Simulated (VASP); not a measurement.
# Ti (Im-3m) in VASP: further runs, part 2 of 2

VASP 6.6.1. The steps go on from the part before.

## (3) Single point, BLYP (volume scaled by 1.08)

INCAR

```
AGGAC = 1.0
AGGAX = 1.0
ALDAC = 0.0
ALDAX = 1.0
ALGO = Normal
EDIFF = 1E-6
ENCUT = 520
GGA = B5
ISIF = 2
ISMEAR = -1
LASPH = True
LCHARG = False
LREAL = False
LWAVE = False
NBANDS = 12
NELM = 80
PREC = Accurate
SIGMA = 0.1
```

KPOINTS

```
k-points
0
Gamma
  15 15 15
```

POSCAR

```
Ti
1.0
   -1.6845120452      1.6845120452      1.6845120452
    1.6845120452     -1.6845120452      1.6845120452
    1.6845120452      1.6845120452     -1.6845120452
Ti
1
Direct
    0.0000000000      0.0000000000      0.0000000000
```

Potentials or basis: VASP PAW PBE potentials, release 64 (Ti_sv).

Run with:

```sh
$ cat potpaw_PBE.64/Ti_sv/POTCAR > POTCAR
$ mpirun -np 1 vasp_std > vasp.out
```

Run time: 37 s. Hardware: 1 thread of AMD EPYC 7R43 (Zen 3), shared host; peak memory 0.12 GiB.

It converged, with:

| Property | Result |
| --- | --- |
| Free energy | -6.6720 eV |
| Pressure | -6.6 GPa |
| Band gap on the k mesh | zero (band 6 reaches 8.42 eV, above the bottom of band 7 at 7.01 eV) |

Levels at points of the mesh, in eV from the Fermi level:
```tsv
k point	band 3	band 4	band 5	band 6	band 7	band 8	band 9	band 10
(0.00, 0.00, 0.00)	-32.60	-32.60	-5.56	0.83	0.83	0.83	2.38	2.38
```

Caveat: the cell differs from its parent crystal (volume scaled by 1.08); the PAW data sets were made with another functional, which shifts forces and pressure a little.

## (4) Single point, BLYP (volume scaled by 1.12)

INCAR

```
SYSTEM = Ti
PREC = Accurate ; ENCUT = 520
EDIFF = 1E-6 ; ISMEAR = -1
SIGMA = 0.1 ; LREAL = .FALSE.
LASPH = .TRUE. ; NELM = 60
ALGO = Normal ; ISIF = 2
LWAVE = .FALSE. ; LCHARG = .FALSE.
GGA = B5 ; ALDAX = 1.0
AGGAX = 1.0 ; AGGAC = 1.0
ALDAC = 0.0 ; NBANDS = 12
```

KPOINTS

```
Automatic mesh
0
G
  15 15 15
  0 0 0
```

POSCAR

```
Ti
1.0
   -1.7050568998      1.7050568998      1.7050568998
    1.7050568998     -1.7050568998      1.7050568998
    1.7050568998      1.7050568998     -1.7050568998
Ti
1
Direct
    0.0000000000      0.0000000000      0.0000000000
```

Potentials or basis: VASP PAW PBE potentials, release 64 (Ti_sv).

Run with:

```sh
$ cat potpaw_PBE.64/Ti_sv/POTCAR > POTCAR
$ mpirun -np 1 vasp_std > vasp.out
```

OUTCAR:

```text
SYSTEM = Ti
   PREC = Accurate
   ENCUT = 520
   EDIFF = 1E-6
   ISMEAR = -1
   LREAL = .FALSE.
   LASPH = .TRUE.
   NELM = 60
   ISIF = 2
   GGA = B5

 ion  position               nearest neighbor table
   1  0.000  0.000  0.000-

  LATTYP: Found a body centered cubic cell.
 ALAT       =     3.4101137996

  Lattice vectors:

 A1 = (  -1.7050568998,   1.7050568998,   1.7050568998)
 A2 = (   1.7050568998,  -1.7050568998,   1.7050568998)
 A3 = (   1.7050568998,   1.7050568998,  -1.7050568998)

Analysis of symmetry for initial positions (statically):
=====================================================================
 Subroutine PRICEL returns:
 Original cell was already a primitive cell.

 Routine SETGRP: Setting up the symmetry group for a
 body centered cubic supercell.

 Subroutine GETGRP returns: Found 48 space group operations
 (whereof 48 operations were pure point group operations)
 out of a pool of 48 trial point group operations.

The static configuration has the point symmetry O_h .

Analysis of symmetry for dynamics (positions and initial velocities):
[... 165 lines left out ...]
  band No.  band energies     occupation
      1     -49.2994      2.00000
      2     -25.4494      2.00000
      3     -25.4494      2.00000
      4     -25.4494      2.00000
      5       1.7621      2.00000
      6       8.0402      0.00070
      7       8.0402      0.00070
      8       8.0402      0.00070
      9       9.5209      0.00000
     10       9.5209      0.00000
     11      23.8975      0.00000
     12      23.8975      0.00000
[... 331 lines left out ...]
 k-point    24 :       0.4000    0.2000   -0.0000
  band No.  band energies     occupation
      1     -49.2155      2.00000
      2     -25.8331      2.00000
      3     -25.6512      2.00000
      4     -25.4925      2.00000
      5       5.7966      2.00000
      6       6.8971      1.94013
      7       7.3003      0.73004
      8       9.4566      0.00000
      9       9.9038      0.00000
     10      12.2100      0.00000
     11      14.5683      0.00000
     12      17.3459      0.00000

 [... further k-points ...]

------------------------ aborting loop because EDIFF is reached ----------------------------------------

  FORCE on cell =-STRESS in cart. coord.  units (eV):
  Direction    XX          YY          ZZ          XY          YZ          ZX
  --------------------------------------------------------------------------------------
  -------------------------------------------------------------------------------------
  Total       -1.1266469     -1.1266469     -1.1266469      0.0000000      0.0000000      0.0000000
  in kB      -91.0378066    -91.0378066    -91.0378066      0.0000000      0.0000000      0.0000000
  external PRESSURE =     -91.0378066 kB  Pullay stress =       0.0000000 kB

 VOLUME and BASIS-vectors are now :
 -----------------------------------------------------------------------------
  energy-cutoff  :      520.00
  volume of cell :       19.83
      direct lattice vectors                 reciprocal lattice vectors
    -1.705056900  1.705056900  1.705056900     0.000000000  0.293245346  0.293245346
     1.705056900 -1.705056900  1.705056900     0.293245346  0.000000000  0.293245346
     1.705056900  1.705056900 -1.705056900     0.293245346  0.293245346  0.000000000

 POSITION                                       TOTAL-FORCE (eV/Angst)
 -----------------------------------------------------------------------------------
      0.00000      0.00000      0.00000         0.000000      0.000000     -0.000000
 -----------------------------------------------------------------------------------
    total drift:                               -0.000000      0.000000      0.000000

  FREE ENERGIE OF THE ION-ELECTRON SYSTEM (eV)
  ---------------------------------------------------
  free  energy   TOTEN  =        -6.6375018606 eV

  energy  without entropy=       -6.5457225271  energy(sigma->0) =       -6.59161219
```

OSZICAR:

```text
N       E                     dE             d eps       ncg     rms          rms(c)
DAV:   1     0.878306482035E+02    0.87831E+02   -0.65304E+03  2900   0.116E+03
DAV:   2    -0.299361885135E+01   -0.90824E+02   -0.88651E+02  2948   0.294E+02
DAV:   3    -0.757386188792E+01   -0.45802E+01   -0.45179E+01  4168   0.656E+01
DAV:   4    -0.766658792491E+01   -0.92726E-01   -0.92618E-01  3224   0.838E+00
DAV:   5    -0.766855883339E+01   -0.19709E-02   -0.19708E-02  3552   0.110E+00    0.715E+00
DAV:   6    -0.663252193978E+01    0.10360E+01   -0.27621E+00  3040   0.221E+01    0.175E+00
DAV:   7    -0.663337482842E+01   -0.85289E-03   -0.57188E-02  3240   0.259E+00    0.109E+00
DAV:   8    -0.663725688565E+01   -0.38821E-02   -0.24291E-02  3064   0.191E+00    0.622E-02
DAV:   9    -0.663746081807E+01   -0.20393E-03   -0.63900E-04  3484   0.247E-01    0.446E-02
DAV:  10    -0.663750940772E+01   -0.48590E-04   -0.13502E-04  3084   0.951E-02    0.749E-03
DAV:  11    -0.663750104780E+01    0.83599E-05   -0.19666E-05  3628   0.490E-02    0.780E-03
DAV:  12    -0.663750186055E+01   -0.81275E-06   -0.31660E-06  3472   0.203E-02
   1 F= -.66375019E+01 E0= -.65916122E+01  d E =-.917793E-01
```

It took 36 s on 1 thread of AMD EPYC 7R43 (Zen 3), shared host; peak memory 0.12 GiB.

Results:

```yaml
Free_energy: -6.6375 eV
Pressure: -9.1 GPa
Band_gap_on_the_k_mesh: zero (band 6 reaches 8.04 eV, above the bottom of band 7 at 6.69 eV)
```

Caveat: the cell differs from its parent crystal (volume scaled by 1.12); the PAW data sets were made with another functional, which shifts forces and pressure a little.

## (5) Relaxation of cell and atoms, BLYP

This run uses another cell than the first one, of 17.66 Å³/atom, 1.039 times its volume.

INCAR

```
SYSTEM = Ti
AGGAC = 1.0
AGGAX = 1.0
ALDAC = 0.0
ALDAX = 1.0
ALGO = Normal
EDIFF = 1E-6
EDIFFG = -0.01
ENCUT = 600
GGA = B5
IBRION = 2
ISIF = 3
ISMEAR = -1
LASPH = .TRUE.
LCHARG = .FALSE.
LREAL = .FALSE.
LWAVE = .FALSE.
NELM = 60
NSW = 80
PREC = Accurate
SIGMA = 0.1
```

KPOINTS

```
k-points
0
G
  13 13 13
  0 0 0
```

POSCAR

```
Ti
1.0
   -1.6404466475      1.6404466475      1.6404466475
    1.6404466475     -1.6404466475      1.6404466475
    1.6404466475      1.6404466475     -1.6404466475
Ti
1
Direct
    0.0000000000      0.0000000000      0.0000000000
```

Run with:

```sh
$ cat potpaw_PBE.64/Ti_sv/POTCAR > POTCAR
$ mpirun -np 1 vasp_std > vasp.out
```

Run time: 52 s. Hardware: 1 thread of AMD EPYC 7R43 (Zen 3), shared host; peak memory 0.12 GiB.

The run converged. Its results:

| Item | Value |
| --- | --- |
| Free energy | -6.7020 eV |
| Relaxed volume | 17.72 Å³/atom |
| Relaxed cell | a = 2.845 Å, b = 2.845 Å, c = 2.845 Å, α = 109.47°, β = 109.47°, γ = 109.47° |
| Space group after relaxing (to 0.05 Å) | Im-3m (No. 229) |
| Energy gained by relaxing | 0.0 meV/atom |
| Ionic steps | 2 |
| Pressure after relaxing | -0.1 GPa |
| Band gap on the k mesh | zero (band 6 reaches 9.24 eV, above the bottom of band 7 at 7.83 eV) |

Final structure:
```
Ti
1.0
    -1.64239    1.64239    1.64239
     1.64239   -1.64239    1.64239
     1.64239    1.64239   -1.64239
Ti
1
Direct
  0.00000 0.00000 0.00000
```

Levels at points of the mesh, in eV from the Fermi level:
| k point | band 2 | band 3 | band 4 | band 5 | band 6 | band 7 | band 8 | band 9 | band 10 |
| --- | --- | --- | --- | --- | --- | --- | --- | --- | --- |
| (0.00, 0.00, 0.00) | -32.39 | -32.39 | -32.39 | -5.73 | 0.90 | 0.90 | 0.90 | 2.60 | 2.60 |

Caveat: the PAW data sets were made with another functional, which shifts forces and pressure a little.

## (6) The runs side by side

```csv
task,cell,k mesh,cutoff (eV),gap on the mesh (eV),pressure (GPa)
single point,"a = 2.805 Å, angles 109.5°, 1 atom",15 × 15 × 15,520,none,4.3
single point,"a = 2.918 Å, angles 109.5°, 1 atom",15 × 15 × 15,520,none,-6.6
single point,"a = 2.953 Å, angles 109.5°, 1 atom",15 × 15 × 15,520,none,-9.1
relaxation of cell and atoms,"relaxed from a = 2.841 Å, angles 109.5°, 1 atom",13 × 13 × 13,600,none,-0.1
```

Alike in all rows: level BLYP; potentials or basis VASP PAW PBE potentials, release 64 (Ti_sv); no spin polarisation; smearing fermi-dirac 0.1 eV.

Caveats: the PAW data sets were made with another functional, which shifts forces and pressure a little.

Absolute energies hang on the potentials; compare differences alone.
